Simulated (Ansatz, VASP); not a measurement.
**One calculation of Cu, two programs**

File POSCAR:

```
Cu
1.0
   -1.4067234870      1.4067234870      1.3072773775
    1.4067234870     -1.4067234870      1.3072773775
    1.4067234870      1.4067234870     -1.3072773775
Cu
1
Direct
    0.0000000000      0.0000000000      0.0000000000
```

Contents of INCAR.step1:

```
ALGO = Normal
EDIFF = 1E-4
ENCUT = 520
GGA = PE
ISMEAR = 0
LASPH = T
LCHARG = F
LREAL = F
LWAVE = T
NBANDS = 12
NELM = 60
PREC = Accurate
SIGMA = 0.15
```

The input INCAR.step2:

```
ALGO = Normal
EDIFF = 1E-6
ENCUT = 520
ISIF = 2
ISMEAR = 0
ISTART = 1
LASPH = T
LCHARG = T
LELF = T
LMIXTAU = T
LREAL = F
LVHAR = T
LWAVE = F
METAGGA = R2SCAN
NBANDS = 12
NELM = 60
PREC = Accurate
SIGMA = 0.15
```

Contents of KPOINTS:

```
k-points
0
Gamma
  24 24 24
```

Input for Ansatz:

```yaml
crystal:
  lattice:
    - [-1.406723487, 1.406723487, 1.3072773775]
    - [1.406723487, -1.406723487, 1.3072773775]
    - [1.406723487, 1.406723487, -1.3072773775]
  atoms:
    - { symbol: Cu, position: [0.0, 0.0, 0.0] }
basis:
  ecutwfc: 500
kpoints:
  mp_grid: { grid: [24, 24, 24] }
hamiltonian:
  xc: r2scan
scf:
  occupations: { method: gaussian, width: 0.15 }
output:
  forces: true
  stress: true
  eigenvalues: true
```

Change from the starting cell: strain -0.025 along x and y, -0.050 along z, atoms carried along.

Alike in both runs: task single point; functional r2SCAN; k mesh 24 × 24 × 24; occupations gaussian, width 0.15 eV; no spin polarisation.

|  | VASP | Ansatz |
| --- | --- | --- |
| version | VASP 6.6.1 | Ansatz 0.2.0 |
| potentials or method | VASP PAW PBE potentials, release 64 (Cu), cutoff 520 eV | scalar-relativistic, plane waves, PAW |
| valence electrons in the cell | 11 | 19 |

|  | VASP | Ansatz | Ansatz less VASP |
| --- | --- | --- | --- |
| gap on the k mesh at the Fermi level (eV) | none | none | - |
| pressure (GPa) | 22.6 | 21.8 | -0.85 |
| traceless stress, the component that is largest in VASP (GPa) | 1.06 | 1.01 | -0.045 |

VASP's potentials were made for PBE, not for r2SCAN. A gap of «none» marks a metal or a gap that the smearing closes. With one functional, cell and mesh, what is left measures potentials, basis and numerics. VASP's potentials hold 11 valence electrons a cell and Ansatz's 19, so a difference there can come from the potentials and not from the codes.
